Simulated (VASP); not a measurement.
# ZnO (P6_3mc) in VASP: single point with r2SCAN

Aim: the single point of ZnO with r2SCAN.

Program: VASP 6.6.1. These are calculated values, not measurements. Logs are shortened: lines on timing, memory, paths and dates and some standing lists are left out, and cuts for length are marked.

## (1) The cell of the first run

It takes space group P6_3mc (No. 186, hexagonal). The conventional cell has a = 3.235 Å, b = 3.235 Å, c = 5.211 Å, α = 90.00°, β = 90.00°, γ = 120.00°. Zn (site symmetry 3m) has 4 O at 1.97 to 1.98 Å within 2.6 Å. Within 2.6 Å of O (site symmetry 3m) lie 4 Zn at 1.97 to 1.98 Å.

## (2) Single point, r2SCAN

Input file POSCAR:

```
ZnO
1.0
    3.2353408598      0.0000000000      0.0000000000
   -1.6176704299      2.8018873745      0.0000000000
    0.0000000000      0.0000000000      5.2109518167
Zn O
2 2
Direct
    0.3333333333      0.6666666667     -0.0023477537
    0.6666666667      0.3333333333      0.4976522463
    0.3333333333      0.6666666667      0.3773477537
    0.6666666667      0.3333333333      0.8773477537
```

Input file INCAR.step1:

```
  PREC = Accurate
  ENCUT = 1480
  ISMEAR = 0
  SIGMA = 0.01
  LREAL = F
  LASPH = T
  NELM = 120
  NBANDS = 26
  GGA = PE
  ALGO = Normal
  EDIFF = 1E-5
  LWAVE = T
  LCHARG = F
  GGA_COMPAT = F
```

Input file INCAR.step2:

```
  PREC = Accurate
  ENCUT = 1480
  EDIFF = 1E-6
  ISMEAR = 0
  SIGMA = 0.01
  LREAL = F
  LASPH = T
  NELM = 120
  ALGO = Normal
  ISIF = 2
  LWAVE = F
  LCHARG = T
  METAGGA = R2SCAN
  LMIXTAU = T
  LELF = T
  LVHAR = T
  NBANDS = 26
  ISTART = 1
  GGA_COMPAT = F
```

Input file KPOINTS:

```
Automatic mesh
0
Gamma
  6 6 4
```

Potentials or basis: VASP PAW PBE potentials, release 64 (Zn, O_h).

Started as:

```
cat potpaw_PBE.64/Zn/POTCAR potpaw_PBE.64/O_h/POTCAR > POTCAR
cp INCAR.step1 INCAR
mpirun -np 1 vasp_std > vasp.out
cp INCAR.step2 INCAR
mpirun -np 1 vasp_std > vasp.out
```

OUTCAR:

```text
PREC = Accurate
   ENCUT = 1480
   EDIFF = 1E-6
   ISMEAR = 0
   LREAL = F
   LASPH = T
   NELM = 120
   ISIF = 2
   METAGGA = R2SCAN
   ISTART = 1

 ion  position               nearest neighbor table
   1  0.333  0.667  0.998-   4 1.97   4 1.97   4 1.97   3 1.98
   2  0.667  0.333  0.498-   3 1.97   3 1.97   3 1.97   4 1.98
   3  0.333  0.667  0.377-   2 1.97   2 1.97   2 1.97   1 1.98
   4  0.667  0.333  0.877-   1 1.97   1 1.97   1 1.97   2 1.98

  LATTYP: Found a hexagonal cell.
 ALAT       =     3.2353408598
 C/A-ratio  =     1.6106345645

  Lattice vectors:

 A1 = (   3.2353408598,   0.0000000000,   0.0000000000)
 A2 = (  -1.6176704299,   2.8018873745,   0.0000000000)
 A3 = (   0.0000000000,   0.0000000000,   5.2109518167)

Analysis of symmetry for initial positions (statically):
=====================================================================
 Subroutine PRICEL returns:
 Original cell was already a primitive cell.

 Routine SETGRP: Setting up the symmetry group for a
 hexagonal supercell.

 Subroutine GETGRP returns: Found 12 space group operations
 (whereof  6 operations were pure point group operations)
 out of a pool of 24 trial point group operations.

The static configuration has the point symmetry C_3v.
 The point group associated with its full space group is C_6v.

Analysis of symmetry for dynamics (positions and initial velocities):
=====================================================================
 Subroutine PRICEL returns:
 Original cell was already a primitive cell.

 Routine SETGRP: Setting up the symmetry group for a
 hexagonal supercell.

 Subroutine GETGRP returns: Found 12 space group operations
 (whereof  6 operations were pure point group operations)
 out of a pool of 24 trial point group operations.

The dynamic configuration has the point symmetry C_3v.
 The point group associated with its full space group is C_6v.

 Subroutine INISYM returns: Found 12 space group operations
 (whereof  6 operations are pure point group operations),
 and found     1 'primitive' translations

----------------------------------------------------------------------------------------

                                     Primitive cell

  volume of cell :      47.2376

  direct lattice vectors                    reciprocal lattice vectors
     3.235340860  0.000000000  0.000000000     0.309086444  0.178451141  0.000000000
    -1.617670430  2.801887375  0.000000000     0.000000000  0.356902283  0.000000000
     0.000000000  0.000000000  5.210951817     0.000000000  0.000000000  0.191903521

  length of vectors
     3.235340860  3.235340860  5.210951817     0.356902283  0.356902283  0.191903521

  position of ions in fractional coordinates (direct lattice)
     0.333333333  0.666666667  0.997652246
     0.666666667  0.333333333  0.497652246
     0.333333333  0.666666667  0.377347754
     0.666666667  0.333333333  0.877347754

  ion indices of the primitive-cell ions
   primitive index   ion index
                 1           1
                 2           2
                 3           3
                 4           4

----------------------------------------------------------------------------------------

 KPOINTS: Automatic mesh

Automatic generation of k-mesh.
 Grid dimensions read from file:
 generate k-points for:    6    6    4

 Generating k-lattice:

  Cartesian coordinates                     Fractional coordinates (reciprocal lattice)
     0.051514407  0.029741857  0.000000000     0.166666667  0.000000000  0.000000000
     0.000000000  0.059483714  0.000000000     0.000000000  0.166666667  0.000000000
     0.000000000  0.000000000  0.047975880     0.000000000  0.000000000  0.250000000

  Length of vectors
     0.059483714  0.059483714  0.047975880

  Shift w.r.t. Gamma in fractional coordinates (k-lattice)
     0.000000000  0.000000000  0.000000000

 Subroutine IBZKPT returns following result:
 ===========================================

 Found     21 irreducible k-points:

 Following reciprocal coordinates:
            Coordinates               Weight
  0.000000  0.000000  0.000000      1.000000
  0.166667  0.000000  0.000000      6.000000
  0.333333  0.000000  0.000000      6.000000
  0.500000  0.000000  0.000000      3.000000
  0.166667  0.166667  0.000000      6.000000
  0.333333  0.166667  0.000000     12.000000
[... 13 lines left out ...]
  0.333333  0.166667  0.500000     12.000000
  0.333333  0.333333  0.500000      2.000000
   k-points           NKPTS =     21   k-points in BZ     NKDIM =     21   number of bands    NBANDS=     26
   number of dos      NEDOS =    301   number of ions     NIONS =      4
   total plane-waves  NPLWV = 123480
   dimension x,y,z NGX =    42 NGY =   42 NGZ =   70
   dimension x,y,z NGXF=    84 NGYF=   84 NGZF=  140
   ions per type =               2   2
   NGX,Y,Z   is equivalent  to a cutoff of  21.58, 21.58, 22.33 a.u.
   NGXF,Y,Z  is equivalent  to a cutoff of  43.16, 43.16, 44.66 a.u.
 SYSTEM =  unknown system
   PREC   = accura    normal or accurate (medium, high low for compatibility)
   ISTART =      1    job   : 0-new  1-cont  2-samecut
   ICHARG =      0    charge: 1-file 2-atom 10-const
   ISPIN  =      1    spin polarized calculation?
   LNONCOLLINEAR =      F non collinear calculations
   LSORBIT =      F    spin-orbit coupling
   LASPH  =      T    aspherical Exc in radial PAW
   ENCUT  = 1480.0 eV 108.78 Ry   10.43 a.u.  10.15 10.15 16.35*2*pi/ulx,y,z
   NELM   =    120;   NELMIN=  2; NELMDL=  0     # of ELM steps
   EDIFF  = 0.1E-05   stopping-criterion for ELM
   LREAL  =      F    real-space projection
   EDIFFG = 0.1E-04   stopping-criterion for IOM
   NSW    =      0    number of steps for IOM
   IBRION =     -1    ionic relax: 0-MD 1-quasi-New 2-CG
   NFREE  =      0    steps in history (QN), initial steepest desc. (CG)
   ISIF   =      2    stress and relaxation
   ISYM   =      2    0-nonsym 1-usesym 2-fastsym
   POTIM  = 0.5000    time-step for ionic-motion
   TEBEG  =    0.0;   TEEND  =   0.0 temperature during run
   PSTRESS=    0.0 pullay stress
   NELECT =      36.0000    total number of electrons
   NUPDOWN=      -1.0000    fix difference up-down
   EMIN   =  10.00;   EMAX   =-10.00  energy-range for DOS
   EFERMI =   0.00;   METHOD = LEGACY
   ISMEAR =     0;   SIGMA  =   0.01  broadening in eV -4-tet -1-fermi 0-gaus
   EFERMI_NEDOS =   21; number of points for ismear=-14 and -15
   IALGO  =     38    algorithm
   IMIX   =      4    mixing-type and parameters
     AMIX     =   0.40;   BMIX     =  1.00
     AMIX_MAG =   1.60;   BMIX_MAG =  1.00
  volume/ion in A,a.u.               =      11.81        79.69
  Fermi-wavevector in a.u.,A,eV,Ry     =   1.495362  2.825825 30.424099  2.236108
  Thomas-Fermi vector in A             =   2.607517
   LORBIT       =      0    0 simple, 1 ext, 2 COOP (PROOUT), +10 PAW based schemes
   METAGGA = R2SCAN    functional components
   LHFCALC =     F    Hartree Fock is set to
   AEXX    =    0.0000 exact exchange contribution
   IVDW    =     0    specifies the selected vdW correction
   LEPSILON=     F    determine dielectric tensor
   LRPA    =     F    only Hartree local field effects (RPA)
 non-spin polarized calculation
 Gauss-broadening in eV      SIGMA  =   0.01
  energy-cutoff  :     1480.00
  volume of cell :       47.24
 maximum number of plane-waves:      6136
 NGX is ok and might be reduce to    42
   NGX = 21   NGY = 21   NGZ = 33

 number of electron      36.0000000 magnetization

 Free energy of the ion-electron system (eV)
  ---------------------------------------------------
  ext. energy  EPLUGINS =         0.00000000
  ---------------------------------------------------
  free energy    TOTEN  =       -36.34662740 eV

  energy without entropy =      -36.34662740  energy(sigma->0) =      -36.34662740

 E-fermi :   1.3292     XC(G=0): -11.7086

 val. band max:        1.2410704958   @ k =   0.0000   0.0000   0.0000
 cond. band min:       2.4777715410   @ k =   0.0000   0.0000   0.0000
 fundamental gap:      1.2367010452
 Fermi energy:         1.3291942887

 k-point     1 :       0.0000    0.0000    0.0000
  band No.  band energies     occupation
      1     -17.9019      2.00000
      2     -17.2062      2.00000
      3      -4.6145      2.00000
      4      -4.6145      2.00000
      5      -4.5576      2.00000
      6      -4.5092      2.00000
[... 18 lines left out ...]
     25      16.3698      0.00000
     26      16.3698      0.00000

 k-point     2 :       0.1667    0.0000    0.0000
  band No.  band energies     occupation
      1     -17.7601      2.00000
      2     -17.1453      2.00000
      3      -4.7585      2.00000
      4      -4.5281      2.00000
      5      -4.4950      2.00000
      6      -4.4202      2.00000
[... 18 lines left out ...]
     25      16.1679      0.00000
     26      16.5589      0.00000

 k-point     3 :       0.3333    0.0000    0.0000
  band No.  band energies     occupation
      1     -17.4421      2.00000
      2     -17.0437      2.00000
      3      -4.9023      2.00000
      4      -4.5455      2.00000
      5      -4.3834      2.00000
      6      -4.1775      2.00000
[... 18 lines left out ...]
     25      15.5200      0.00000
     26      16.2888      0.00000

 k-point     4 :       0.5000    0.0000    0.0000
  band No.  band energies     occupation
      1     -17.2413      2.00000
      2     -17.0272      2.00000
      3      -4.8272      2.00000
      4      -4.6103      2.00000
      5      -4.3325      2.00000
      6      -3.9448      2.00000
[... 18 lines left out ...]
     25      15.2496      0.00000
     26      16.4917      0.00000
[... 409 lines left out ...]
      1     -17.2950      2.00000
      2     -17.2950      2.00000
      3      -4.9208      2.00000
      4      -4.9208      2.00000
      5      -4.3710      2.00000
      6      -4.3710      2.00000
[... 18 lines left out ...]
     25      15.5535      0.00000
     26      15.5535      0.00000

 k-point    20 :       0.3333    0.1667    0.5000
  band No.  band energies     occupation
      1     -17.1281      2.00000
      2     -17.1281      2.00000
      3      -4.8531      2.00000
      4      -4.8531      2.00000
      5      -4.2338      2.00000
      6      -4.2338      2.00000
[... 18 lines left out ...]
     25      16.2831      0.00000
     26      16.2831      0.00000

 k-point    21 :       0.3333    0.3333    0.5000
  band No.  band energies     occupation
      1     -17.0731      2.00000
      2     -17.0731      2.00000
      3      -4.5935      2.00000
      4      -4.5935      2.00000
      5      -4.3833      2.00000
      6      -4.3833      2.00000
[... 18 lines left out ...]
     25      17.6290      0.00000
     26      17.6290      0.00000

------------------------ aborting loop because EDIFF is reached ----------------------------------------

  FORCE on cell =-STRESS in cart. coord.  units (eV):
  Direction    XX          YY          ZZ          XY          YZ          ZX
  --------------------------------------------------------------------------------------
  -------------------------------------------------------------------------------------
  Total        0.3059419      0.3059419      0.3015160      0.0000000      0.0000000      0.0000000
  in kB       10.3767594     10.3767594     10.2266462      0.0000000      0.0000000      0.0000000
  external PRESSURE =      10.3267217 kB  Pullay stress =       0.0000000 kB

 VOLUME and BASIS-vectors are now :
 -----------------------------------------------------------------------------
  energy-cutoff  :     1480.00
  volume of cell :       47.24
      direct lattice vectors                 reciprocal lattice vectors
     3.235340860  0.000000000  0.000000000     0.309086444  0.178451141  0.000000000
    -1.617670430  2.801887375  0.000000000     0.000000000  0.356902283  0.000000000
     0.000000000  0.000000000  5.210951817     0.000000000  0.000000000  0.191903521

 POSITION                                       TOTAL-FORCE (eV/Angst)
 -----------------------------------------------------------------------------------
     -0.00000      1.86792      5.19872         0.000000      0.000000      0.001930
      1.61767      0.93396      2.59324         0.000000     -0.000000      0.001930
     -0.00000      1.86792      1.96634         0.000000     -0.000000     -0.001930
      1.61767      0.93396      4.57182        -0.000000      0.000000     -0.001930
 -----------------------------------------------------------------------------------
    total drift:                               -0.000000      0.000000     -0.004063

  FREE ENERGIE OF THE ION-ELECTRON SYSTEM (eV)
  ---------------------------------------------------
  free  energy   TOTEN  =       -36.3466274046 eV

  energy  without entropy=      -36.3466274046  energy(sigma->0) =      -36.34662740
```

Wall time 6.5 min (1 thread of Intel Xeon Platinum 8375C at 2.90GHz (Ice Lake), shared host); peak memory 0.44 GiB.

What came out:

```yaml
Free_energy: -36.3466 eV
Pressure: 1.0 GPa
Band_gap_on_the_k_mesh: 1.24 eV
```

Caveat: the PAW data sets were made with another functional, which shifts forces and pressure a little.
